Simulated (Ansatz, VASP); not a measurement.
## Cs: VASP beside Ansatz

Contents of INCAR:

```
SYSTEM = Cs
ALGO     = Normal         ! electronic algorithm
EDIFF    = 1E-6           ! SCF threshold, eV
ENCUT    = 520            ! plane-wave cutoff, eV
GGA      = PE             ! functional
ISIF     = 2              ! what is computed and relaxed
ISMEAR   = -1             ! smearing method
LASPH    = .TRUE.         ! aspherical terms in the spheres
LCHARG   = .FALSE.        ! write CHGCAR
LREAL    = .FALSE.        ! projectors in reciprocal space
LWAVE    = .FALSE.        ! write WAVECAR
NBANDS   = 16             ! bands
NELM     = 80             ! most SCF steps
PREC     = Accurate       ! precision mode
SIGMA    = 0.1            ! smearing width, eV
```

File KPOINTS:

```
k-points
0
G
  9 9 5
  0 0 0
```

POSCAR

```
Cs
1.0
    2.0898940000      3.6198020000      0.0000000000
   -2.0898940000      3.6198020000      0.0000000000
    0.0000000000      0.0000000000      6.6037930000
Cs
2
Direct
    0.3333300000      0.3333400000      0.2500000000
    0.6666600000      0.6666700000      0.7500000000
```

Input for Ansatz:

```yaml
crystal:
  lattice:
    - [2.089894, 3.619802, 0.0]
    - [-2.089894, 3.619802, 0.0]
    - [0.0, 0.0, 6.603793]
  atoms:
    - { symbol: Cs, position: [0.33333, 0.33334, 0.25] }
    - { symbol: Cs, position: [0.66666, 0.66667, 0.75] }
  symmetry: { tolerance: 0.0003 }
kpoints:
  mp_grid: { grid: [9, 9, 5], shift: [0, 0, 0] }
  band_path:
    path:
      - [0.0, 0.0, 0.0]
      - [0.5, 0.0, 0.0]
      - [0.66666667, 0.33333333, 0.0]
      - [0.0, 0.0, 0.0]
      - [0.0, 0.0, 0.5]
      - [0.5, 0.0, 0.5]
      - [0.66666667, 0.33333333, 0.5]
      - [0.0, 0.0, 0.5]
      - [0.5, 0.0, 0.5]
      - [0.5, 0.0, 0.0]
      - [0.66666667, 0.33333333, 0.5]
    npoints: 6
magnetization:
  spin_polarized: false
scf:
  occupations: { method: fermi_dirac }
  lower_state_search: "off"
  max_iter: 200
hamiltonian:
  pseudopotentials: { kind: paw }
  xc: pbe
basis:
  ecutwfc: 420
  fft_grid_basis: typed
output:
  forces: true
  stress: true
  eigenvalues: true
  bader: true
  populations: true
  elf: true
  write_potential: true
  volumetric_format: npy
  dos:
    e_range: [-12, 8]
    de: 0.05
    projected: { site_lists: { Cs: [Cs] } }
checkpoint:
  read: saved_state
```

Alike in both runs: task single point; functional PBE; k mesh 9 × 9 × 5; no spin polarisation.

|  | VASP | Ansatz |
| --- | --- | --- |
| version | VASP 6.6.1 | Ansatz 0.2.0 |
| potentials or method | VASP PAW PBE potentials, release 64 (Cs_sv), cutoff 520 eV | PAW plane waves |
| occupations | fermi-dirac, width 0.1 eV | fermi-dirac |
| valence electrons in the cell | 18 | 18 |

VASP gave:

- pressure (GPa): 4.9
- traceless stress, the component that is largest in VASP (GPa): 0.26

Q: What did Ansatz give for the same quantities?

A: Pressure (GPa): 4.8; traceless stress, the component that is largest in VASP (GPa): 0.26.

Ansatz's warnings: structure snapped to symmetry.

Spin-orbit coupling is off throughout.
